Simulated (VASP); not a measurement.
# AlRuC4N4 (P-43m) in VASP: further runs

AlRuC4N4 is run at these levels: PBE; tasks: single point.

Program: VASP 6.6.1. These are calculated values, not measurements. Logs are shortened: lines on timing, memory, paths and dates and some standing lists are left out, and cuts for length are marked.

### 1 The cell of the first run

It takes space group P-43m (No. 215, cubic). The conventional cell has a = 5.768 Å, b = 5.768 Å, c = 5.768 Å, α = 90.00°, β = 90.00°, γ = 90.00°. Within 2.4 Å of Al (site symmetry -43m) lie 4 N at 1.84 Å. Ru (site symmetry -43m) has 4 C at 1.97 Å within 2.6 Å. C (site symmetry 3m) has 1 N at 1.18 Å within 1.6 Å. N (site symmetry 3m) has 1 C at 1.18 Å within 1.6 Å.

### 2 Single point, PBE, collinear spin, ferromagnetic start

File INCAR:

```
SYSTEM = AlRuC4N4
ALGO = Normal
EDIFF = 1E-6
ENCUT = 520
GGA = PE
ISIF = 2
ISMEAR = 0
ISPIN = 2
LASPH = .True.
LCHARG = .False.
LMAXMIX = 4
LORBIT = 11
LREAL = .False.
LWAVE = .False.
MAGMOM = 0 1.02 0 0 0 0 0 0 0 0
NBANDS = 42
NELM = 150
PREC = Accurate
SIGMA = 0.02
```

File KPOINTS:

```
k-points
0
Gamma
  6 6 6
  0 0 0
```

File POSCAR:

```
AlRuC4N4
1.0
    5.7678517417      0.0000000000      0.0000000000
    0.0000000000      5.7678517417      0.0000000000
    0.0000000000      0.0000000000      5.7678517417
Al Ru C N
1 1 4 4
Direct
    0.5000000000      0.5000000000      0.5000000000
    0.0000000000      0.0000000000      0.0000000000
    0.1973924778      0.1973924778      0.1973924778
    0.1973924778      0.8026075222      0.8026075222
    0.8026075222      0.1973924778      0.8026075222
    0.8026075222      0.8026075222      0.1973924778
    0.3158470922      0.3158470922      0.3158470922
    0.3158470922      0.6841529078      0.6841529078
    0.6841529078      0.3158470922      0.6841529078
    0.6841529078      0.6841529078      0.3158470922
```

Potentials or basis: VASP PAW PBE potentials, release 64 (Al, Ru_pv, C, N).

Run with:

```
$ cat potpaw_PBE.64/Al/POTCAR potpaw_PBE.64/Ru_pv/POTCAR potpaw_PBE.64/C/POTCAR potpaw_PBE.64/N/POTCAR > POTCAR
$ mpirun -np 1 vasp_std > vasp.out
```

OUTCAR:

```text
SYSTEM = AlRuC4N4
   EDIFF = 1E-6
   ENCUT = 520
   GGA = PE
   ISIF = 2
   ISMEAR = 0
   ISPIN = 2
   LASPH = .True.
   LORBIT = 11
   LREAL = .False.
   NELM = 150
   PREC = Accurate

 ion  position               nearest neighbor table
   1  0.500  0.500  0.500-   7 1.84   8 1.84   9 1.84  10 1.84
   2  0.000  0.000  0.000-   3 1.97   4 1.97   5 1.97   6 1.97
   3  0.197  0.197  0.197-   7 1.18   2 1.97
   4  0.197  0.803  0.803-   8 1.18   2 1.97
   5  0.803  0.197  0.803-   9 1.18   2 1.97
   6  0.803  0.803  0.197-  10 1.18   2 1.97
   7  0.316  0.316  0.316-   3 1.18   1 1.84
   8  0.316  0.684  0.684-   4 1.18   1 1.84
   9  0.684  0.316  0.684-   5 1.18   1 1.84
  10  0.684  0.684  0.316-   6 1.18   1 1.84

  LATTYP: Found a simple cubic cell.
 ALAT       =     5.7678517417

  Lattice vectors:

 A1 = (   5.7678517417,   0.0000000000,   0.0000000000)
 A2 = (   0.0000000000,   5.7678517417,   0.0000000000)
 A3 = (   0.0000000000,   0.0000000000,   5.7678517417)

Analysis of symmetry for initial positions (statically):
=====================================================================
 Subroutine PRICEL returns:
 Original cell was already a primitive cell.

 Routine SETGRP: Setting up the symmetry group for a
 simple cubic supercell.

 Subroutine GETGRP returns: Found 24 space group operations
 (whereof 24 operations were pure point group operations)
 out of a pool of 48 trial point group operations.

The static configuration has the point symmetry T_d .

Analysis of symmetry for dynamics (positions and initial velocities):
=====================================================================
 Subroutine PRICEL returns:
 Original cell was already a primitive cell.

 Routine SETGRP: Setting up the symmetry group for a
 simple cubic supercell.

 Subroutine GETGRP returns: Found 24 space group operations
 (whereof 24 operations were pure point group operations)
 out of a pool of 48 trial point group operations.

The dynamic configuration has the point symmetry T_d .

Analysis of structural, dynamic, and magnetic symmetry:
=====================================================================
 Subroutine PRICEL returns:
 Original cell was already a primitive cell.

 Routine SETGRP: Setting up the symmetry group for a
 simple cubic supercell.

 Subroutine GETGRP returns: Found 24 space group operations
 (whereof 24 operations were pure point group operations)
 out of a pool of 48 trial point group operations.

The overall configuration has the point symmetry T_d .

 Subroutine INISYM returns: Found 24 space group operations
 (whereof 24 operations are pure point group operations),
 and found     1 'primitive' translations

----------------------------------------------------------------------------------------

                                     Primitive cell

  volume of cell :     191.8855

  direct lattice vectors                    reciprocal lattice vectors
     5.767851742  0.000000000  0.000000000     0.173374775  0.000000000  0.000000000
     0.000000000  5.767851742  0.000000000     0.000000000  0.173374775  0.000000000
     0.000000000  0.000000000  5.767851742     0.000000000  0.000000000  0.173374775

  length of vectors
     5.767851742  5.767851742  5.767851742     0.173374775  0.173374775  0.173374775

  position of ions in fractional coordinates (direct lattice)
     0.500000000  0.500000000  0.500000000
     0.000000000  0.000000000  0.000000000
     0.197392478  0.197392478  0.197392478
     0.197392478  0.802607522  0.802607522
     0.802607522  0.197392478  0.802607522
     0.802607522  0.802607522  0.197392478
     0.315847092  0.315847092  0.315847092
     0.315847092  0.684152908  0.684152908
     0.684152908  0.315847092  0.684152908
     0.684152908  0.684152908  0.315847092

  ion indices of the primitive-cell ions
   primitive index   ion index
                 1           1
                 2           2
[... 62 lines left out ...]
   ions per type =               1   1   4   4
   NGX,Y,Z   is equivalent  to a cutoff of  13.83, 13.83, 13.83 a.u.
   NGXF,Y,Z  is equivalent  to a cutoff of  27.67, 27.67, 27.67 a.u.
 SYSTEM =  AlRuC4N4
   PREC   = accura    normal or accurate (medium, high low for compatibility)
   ISTART =      0    job   : 0-new  1-cont  2-samecut
   ICHARG =      2    charge: 1-file 2-atom 10-const
   ISPIN  =      2    spin polarized calculation?
   LNONCOLLINEAR =      F non collinear calculations
   LSORBIT =      F    spin-orbit coupling
   LASPH  =      T    aspherical Exc in radial PAW
   ENCUT  =  520.0 eV  38.22 Ry    6.18 a.u.  10.72 10.72 10.72*2*pi/ulx,y,z
   NELM   =    150;   NELMIN=  2; NELMDL= -5     # of ELM steps
   EDIFF  = 0.1E-05   stopping-criterion for ELM
   LREAL  =      F    real-space projection
   EDIFFG = 0.1E-04   stopping-criterion for IOM
   NSW    =      0    number of steps for IOM
   IBRION =     -1    ionic relax: 0-MD 1-quasi-New 2-CG
   NFREE  =      0    steps in history (QN), initial steepest desc. (CG)
   ISIF   =      2    stress and relaxation
   ISYM   =      2    0-nonsym 1-usesym 2-fastsym
   POTIM  = 0.5000    time-step for ionic-motion
   TEBEG  =    0.0;   TEEND  =   0.0 temperature during run
   PSTRESS=    0.0 pullay stress
   NELECT =      53.0000    total number of electrons
   NUPDOWN=      -1.0000    fix difference up-down
   EMIN   =  10.00;   EMAX   =-10.00  energy-range for DOS
   EFERMI =   0.00;   METHOD = LEGACY
   ISMEAR =     0;   SIGMA  =   0.02  broadening in eV -4-tet -1-fermi 0-gaus
   EFERMI_NEDOS =   21; number of points for ismear=-14 and -15
   IALGO  =     38    algorithm
   IMIX   =      4    mixing-type and parameters
     AMIX     =   0.40;   BMIX     =  1.00
     AMIX_MAG =   1.60;   BMIX_MAG =  1.00
  volume/ion in A,a.u.               =      19.19       129.49
  Fermi-wavevector in a.u.,A,eV,Ry     =   1.066153  2.014736 15.465489  1.136681
  Thomas-Fermi vector in A             =   2.201728
   LORBIT       =     11    0 simple, 1 ext, 2 COOP (PROOUT), +10 PAW based schemes
   GGA     = PE    functional components
   LHFCALC =     F    Hartree Fock is set to
   AEXX    =    0.0000 exact exchange contribution
   IVDW    =     0    specifies the selected vdW correction
   LEPSILON=     F    determine dielectric tensor
   LRPA    =     F    only Hartree local field effects (RPA)
 spin polarized calculation
 Gauss-broadening in eV      SIGMA  =   0.02
  energy-cutoff  :      520.00
  volume of cell :      191.89
 maximum number of plane-waves:      5232
 NGX is ok and might be reduce to    48
   NGX = 21   NGY = 21   NGZ = 21

 number of electron      53.0000008 magnetization       2.9998300

 Free energy of the ion-electron system (eV)
  ---------------------------------------------------
  ext. energy  EPLUGINS =         0.00000000
  ---------------------------------------------------
  free energy    TOTEN  =       -81.34594189 eV

  energy without entropy =      -81.34594189  energy(sigma->0) =      -81.34594189

 E-fermi :   0.5982     XC(G=0):  -7.5017

 val. band max:        0.3500342826   @ k =   0.5000   0.5000   0.0000
 cond. band min:       0.6812024246   @ k =   0.0000   0.0000   0.0000
 fundamental gap:      0.3311681419
 Fermi energy:         0.5982180747

 spin component 1

 k-point     1 :       0.0000    0.0000    0.0000
  band No.  band energies     occupation
      1     -42.8278      1.00000
      2     -42.8278      1.00000
      3     -42.8278      1.00000
      4     -18.0451      1.00000
      5     -17.8025      1.00000
      6     -17.8025      1.00000
[... 809 lines left out ...]
     37       7.2466      0.00000
     38       7.2466      0.00000
 Fermi energy:         0.5982180747

 spin component 2

 k-point     1 :       0.0000    0.0000    0.0000
  band No.  band energies     occupation
      1     -41.7842      1.00000
      2     -41.7842      1.00000
      3     -41.7842      1.00000
      4     -17.8948      1.00000
      5     -17.6544      1.00000
      6     -17.6544      1.00000
[... 809 lines left out ...]
     37       7.4717      0.00000
     38       7.4717      0.00000
 [bands above 38 left out]

------------------------ aborting loop because EDIFF is reached ----------------------------------------

  FORCE on cell =-STRESS in cart. coord.  units (eV):
  Direction    XX          YY          ZZ          XY          YZ          ZX
  --------------------------------------------------------------------------------------
  -------------------------------------------------------------------------------------
  Total        0.2403009      0.2403009      0.2403009     -0.0000000     -0.0000000      0.0000000
  in kB        2.0064287      2.0064287      2.0064287     -0.0000000     -0.0000000      0.0000000
  external PRESSURE =       2.0064287 kB  Pullay stress =       0.0000000 kB

 VOLUME and BASIS-vectors are now :
 -----------------------------------------------------------------------------
  energy-cutoff  :      520.00
  volume of cell :      191.89
      direct lattice vectors                 reciprocal lattice vectors
     5.767851742  0.000000000  0.000000000     0.173374775  0.000000000  0.000000000
     0.000000000  5.767851742  0.000000000     0.000000000  0.173374775  0.000000000
     0.000000000  0.000000000  5.767851742     0.000000000  0.000000000  0.173374775

 POSITION                                       TOTAL-FORCE (eV/Angst)
 -----------------------------------------------------------------------------------
      2.88393      2.88393      2.88393         0.000000      0.000000      0.000000
      0.00000      0.00000      0.00000         0.000000      0.000000      0.000000
      1.13853      1.13853      1.13853        -0.182856     -0.182856     -0.182856
      1.13853      4.62932      4.62932        -0.182856      0.182856      0.182856
      4.62932      1.13853      4.62932         0.182856     -0.182856      0.182856
      4.62932      4.62932      1.13853         0.182856      0.182856     -0.182856
      1.82176      1.82176      1.82176         0.187857      0.187857      0.187857
      1.82176      3.94609      3.94609         0.187857     -0.187857     -0.187857
      3.94609      1.82176      3.94609        -0.187857      0.187857     -0.187857
      3.94609      3.94609      1.82176        -0.187857     -0.187857      0.187857
 -----------------------------------------------------------------------------------
    total drift:                               -0.000000     -0.000000     -0.000000

  FREE ENERGIE OF THE ION-ELECTRON SYSTEM (eV)
  ---------------------------------------------------
  free  energy   TOTEN  =       -81.3459418885 eV

  energy  without entropy=      -81.3459418885  energy(sigma->0) =      -81.34594189

 total charge

# of ion       s       p       d       tot
------------------------------------------
    1        0.333   0.425   0.000   0.758
    2        0.395   6.389   5.975  12.759
    3        0.951   1.590   0.000   2.540
    4        0.951   1.590   0.000   2.540
    5        0.951   1.590   0.000   2.540
    6        0.951   1.590   0.000   2.540
    7        1.283   2.677   0.000   3.961
    8        1.283   2.677   0.000   3.961
    9        1.283   2.677   0.000   3.961
   10        1.283   2.677   0.000   3.961
--------------------------------------------------
tot          9.666  23.881   5.975  39.521

 magnetization (x)

# of ion       s       p       d       tot
------------------------------------------
    1        0.001   0.004   0.000   0.004
    2        0.006   0.161   1.204   1.371
    3        0.014   0.023   0.000   0.037
    4        0.014   0.023   0.000   0.037
    5        0.014   0.023   0.000   0.037
    6        0.014   0.023   0.000   0.037
    7        0.007   0.096   0.000   0.103
    8        0.007   0.096   0.000   0.103
    9        0.007   0.096   0.000   0.103
   10        0.007   0.096   0.000   0.103
--------------------------------------------------
tot          0.092   0.642   1.204   1.938
```

Wall time 4.5 min (1 thread of Intel Xeon Platinum 8488C (Sapphire Rapids), shared host); peak memory 0.54 GiB.

What came out:

```yaml
Free_energy: -81.3459 eV
Pressure: 0.2 GPa
Largest_force: 0.325 eV/Å
Band_gap_on_the_k_mesh: 0.33 eV (least direct gap 0.63 eV)
Net_moment: 3.00 μB per cell
Site_moments: Al +0.00; Ru +1.37; C +0.04; N +0.10 μB
Valence_electrons_inside_the_program's_atomic_spheres: Al 0.76; Ru 12.76; C 2.54; N 3.96
```

Forces on the atoms (eV/Å):
```
Al   0.000  0.000  0.000
Ru   0.000  0.000  0.000
C   -0.183 -0.183 -0.183
C   -0.183  0.183  0.183
C    0.183 -0.183  0.183
C    0.183  0.183 -0.183
N    0.188  0.188  0.188
N    0.188 -0.188 -0.188
N   -0.188  0.188 -0.188
N   -0.188 -0.188  0.188
```

Levels at points of the mesh, in eV from the valence-band top:
Spin up:
```tsv
k point	band 25	band 26	band 27	band 28	band 29	band 30	band 31	band 32
(0.00, 0.00, 0.00)	-1.78	-0.56	-0.56	-0.56	3.87	3.87	3.87	4.27
(0.50, 0.00, 0.00)	-1.50	-0.37	-0.07	-0.07	3.11	3.11	3.64	3.95
(0.50, 0.50, 0.00)	-1.52	-0.24	0.00	0.00	3.25	3.25	3.50	3.84
(0.50, 0.50, 0.50)	-1.78	-0.31	-0.31	-0.31	4.00	4.00	4.00	4.39
```
Spin down:
| k point | band 22 | band 23 | band 24 | band 25 | band 26 | band 27 | band 28 | band 29 |
| --- | --- | --- | --- | --- | --- | --- | --- | --- |
| (0.00, 0.00, 0.00) | -3.90 | -3.90 | -1.24 | -1.24 | 0.33 | 0.33 | 0.33 | 4.45 |
| (0.50, 0.00, 0.00) | -3.95 | -3.95 | -1.28 | -0.96 | 0.56 | 0.89 | 0.89 | 3.42 |
| (0.50, 0.50, 0.00) | -3.98 | -3.98 | -1.26 | -0.99 | 0.73 | 0.97 | 0.97 | 3.49 |
| (0.50, 0.50, 0.50) | -3.75 | -3.75 | -1.24 | -1.24 | 0.62 | 0.62 | 0.62 | 4.51 |

Caveat: semilocal functionals underestimate gaps, and a narrow one can read as zero.

(Continued in part 2 of 2.)
